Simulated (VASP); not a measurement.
# In3SbAs2: single point with PBE

The system is In3SbAs2.

```xyz
12
Lattice="4.4810 0.0000 0.0000 0.0000 7.7613 0.0000 0.0000 0.0000 10.9911" Properties=species:S:1:pos:R:3 pbc="T T T"
In    0.0000    0.0000   10.8561
In    2.2405    3.8807   10.8561
In    4.4810    2.5871    7.3247
In    2.2405    6.4678    7.3247
In    2.2405    1.2936    3.8108
In    4.4810    5.1742    3.8108
Sb    0.0000    0.0000    2.7309
Sb    2.2405    3.8807    2.7309
As    4.4810    2.5871   10.0107
As    2.2405    6.4678   10.0107
As    2.2405    1.2936    6.4836
As    4.4810    5.1742    6.4836
```

```yaml
Program: VASP 6.6.1
Task: single point
Functional: PBE
Potentials_or_basis: VASP PAW PBE potentials, release 64 (In_d, Sb, As)
Cutoff: 520 eV
k_mesh: 6 × 4 × 2
Occupations: gaussian, width 0.2 eV
Spin: no spin polarisation
Dipole_correction: no
Further_INCAR_settings: ALGO = Normal; EDIFF = 1e-06; NBANDS = 66
```

| Item | Value |
| --- | --- |
| Pressure | 0.0 GPa |
| Largest force | 0.032 eV/Å |
| Band gap on the k mesh | zero (filled and empty bands touch) |

Forces in eV/Å, atoms in the order of the input:
```
In   0.000  0.000 -0.017
In   0.000  0.000 -0.017
In   0.000  0.000 -0.004
In   0.000  0.000 -0.004
In   0.000  0.002  0.032
In   0.000  0.002  0.032
Sb   0.000 -0.002 -0.015
Sb   0.000 -0.002 -0.015
As   0.000 -0.001  0.009
As   0.000 -0.001  0.009
As   0.000  0.000 -0.004
As   0.000  0.000 -0.004
```

Levels at points of the mesh, in eV from the Fermi level:
```tsv
k point	band 50	band 51	band 52	band 53	band 54	band 55	band 56	band 57	band 58	band 59
(0.00, 0.00, 0.00)	-1.03	-0.93	-0.93	-0.33	-0.04	-0.04	0.18	1.17	1.22	1.47
(0.50, 0.00, 0.00)	-2.14	-2.02	-2.02	-1.21	-1.21	1.91	1.91	2.02	2.02	2.07
(0.00, 0.50, 0.00)	-1.32	-0.99	-0.99	-0.76	-0.76	1.08	1.08	1.63	1.63	2.15
(0.50, 0.50, 0.00)	-2.24	-1.71	-1.71	-1.27	-1.27	1.22	1.22	1.47	1.47	1.48
(0.00, 0.00, 0.50)	-1.06	-0.81	-0.81	-0.13	-0.13	0.15	0.33	0.35	1.39	1.43
(0.50, 0.00, 0.50)	-2.38	-1.82	-1.82	-1.67	-1.67	1.95	1.95	2.09	2.09	3.21
(0.00, 0.50, 0.50)	-1.50	-1.42	-1.42	-0.63	-0.63	1.00	1.00	1.65	1.65	1.83
(0.50, 0.50, 0.50)	-1.98	-1.18	-1.18	-1.07	-1.07	0.35	0.35	1.43	1.43	1.80
```

It took 22 min on 1 thread of Intel Xeon 8259CL (shared host), peak memory 0.75 GiB.

Caveat: semilocal functionals underestimate gaps, so a narrow gap can read as zero; spin-orbit coupling is left out, which moves the levels of the heavy elements.
